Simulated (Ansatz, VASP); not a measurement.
**Zn: VASP beside Ansatz**

```
Zn
1.0
     0.00000    1.95438    1.95438
     1.95438    0.00000    1.95438
     1.95438    1.95438    0.00000
Zn
1
Direct
  0.00000 0.00000 0.00000
```

Alike in both runs: task single point; functional r2SCAN; k mesh 16 × 16 × 16; occupations fermi-dirac, width 0.1 eV; no spin polarisation.

|  | VASP | Ansatz |
| --- | --- | --- |
| version | VASP 6.6.1 | Ansatz 0.2.0 |
| potentials or method | VASP PAW PBE potentials, release 64 (Zn), cutoff 520 eV | plane waves (500 eV) with PAW, scalar-relativistic |
| valence electrons in the cell | 12 | 12 |

|  | VASP | Ansatz | Ansatz less VASP |
| --- | --- | --- | --- |
| pressure (GPa) | -3.1 | -3.4 | -0.30 |

VASP's potentials were made for PBE, not for r2SCAN.
